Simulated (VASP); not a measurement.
Y3N2:

```
Y N
1.0
     3.42855    0.00000    0.00000
    -1.71428    2.96921    0.00000
     0.00000    0.00000   12.58473
Y N
3 2
Direct
  0.00000 0.00000 0.22683
  0.00000 0.00000 0.77317
  0.00000 0.00000 0.50000
  0.00000 0.00000 0.04584
  0.00000 0.00000 0.95416
```

| Property | Result |
| --- | --- |
| Program | VASP 6.6.1 |
| Task | relaxation of cell and atoms |
| Functional | PBE |
| Potentials or basis | VASP PAW PBE potentials, release 64 (Y_sv, N) |
| Cutoff | 600 eV |
| k mesh | 12 × 12 × 4 |
| Occupations | gaussian, width 0.1 eV |
| Spin | no spin polarisation |

At the start: pressure 0.2 GPa; volume 25.62 Å³/atom.

**Question.** How do energy, volume and symmetry change on relaxing?

**Answer.** Over 19 steps the energy falls by 2.1 meV/atom and the volume is 25.58 Å³/atom (-0.2 %); space group P6/mmm (No. 191, to 0.05 Å).

The path:
| step | energy change (eV) | largest force (eV/Å) | pressure (GPa) | volume (Å³) |
| --- | --- | --- | --- | --- |
| 1 | 0.0000 | 0.8395 | 0.23 | 128.11 |
| 2 | 0.3044 | 6.1496 | -3.76 | 128.80 |
| 3 | -0.0039 | 0.1492 | -0.29 | 128.18 |
| 4 | -0.0039 | 0.1406 | -0.24 | 128.17 |
| 5 | -0.0039 | 0.1405 | -0.23 | 128.17 |
| 6 | -0.0066 | 0.1083 | -0.06 | 127.64 |
| 7 | -0.0083 | 0.0607 | 0.19 | 126.87 |
| 8 | -0.0084 | 0.0517 | 0.25 | 126.72 |
| 9 | -0.0093 | 0.1861 | 0.01 | 127.24 |
| 10 | -0.0093 | 0.2381 | -0.06 | 127.40 |
| 11 | -0.0096 | 0.1706 | -0.05 | 127.48 |
| 12 | -0.0099 | 0.0435 | 0.00 | 127.74 |
| 13 | -0.0099 | 0.0413 | -0.01 | 127.75 |
| 14 | -0.0100 | 0.0334 | 0.00 | 127.77 |
| 15 | -0.0102 | 0.0274 | 0.01 | 127.82 |
| 16 | -0.0102 | 0.0159 | 0.04 | 127.91 |
| 17 | -0.0103 | 0.0194 | 0.04 | 127.87 |
| 18 | -0.0103 | 0.0414 | 0.00 | 127.90 |
| 19 | -0.0103 | 0.0096 | 0.01 | 127.88 |

Final structure:
```
Y N
1.0
     3.41166    0.00000    0.00000
    -1.70583    2.95458    0.00000
     0.00000    0.00000   12.68678
Y N
3 2
Direct
  0.00000 0.00000 0.22430
  0.00000 0.00000 0.77570
  0.00000 0.00000 0.50000
  0.00000 0.00000 0.04580
  0.00000 0.00000 0.95420
```

Caveat: the standard files for N, O and F lose accuracy on very short bonds.
